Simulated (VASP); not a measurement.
# S: single point with LDA

Crystal: S.

```
S
1.0
    -1.29972    1.29972    1.29972
     1.29972   -1.29972    1.29972
     1.29972    1.29972   -1.29972
S
1
Direct
  0.00000 0.00000 0.00000
```

| Property | Result |
| --- | --- |
| Program | VASP 6.6.1 |
| Task | single point |
| Functional | LDA |
| Potentials or basis | VASP PAW LDA potentials, release 64 (S) |
| Cutoff | 520 eV |
| k mesh | 16 × 16 × 16 |
| Occupations | methfessel-paxton, width 0.15 eV |
| Spin | no spin polarisation |

| Quantity | Value |
| --- | --- |
| Pressure | 142.7 GPa |
| Band gap on the k mesh | zero (band 3 reaches 26.31 eV, above the bottom of band 4 at 9.56 eV) |

Levels at points of the mesh, in eV from the Fermi level:
| k point | band 1 | band 2 | band 3 | band 4 | band 5 | band 6 | band 7 |
| --- | --- | --- | --- | --- | --- | --- | --- |
| (0.00, 0.00, 0.00) | -24.95 | 7.63 | 7.63 | 7.63 | 12.51 | 12.51 | 12.51 |
| (0.50, 0.00, 0.00) | -15.43 | -14.09 | 0.71 | 4.61 | 6.10 | 8.43 | 23.02 |
| (0.50, 0.50, 0.50) | -6.57 | -6.57 | -6.57 | -5.93 | -0.73 | -0.73 | 28.99 |

Run time: 7.3 s on 1 thread of Intel(R) Xeon(R) Platinum 8488C (Sapphire Rapids), on a shared host, peak memory 0.11 GiB.
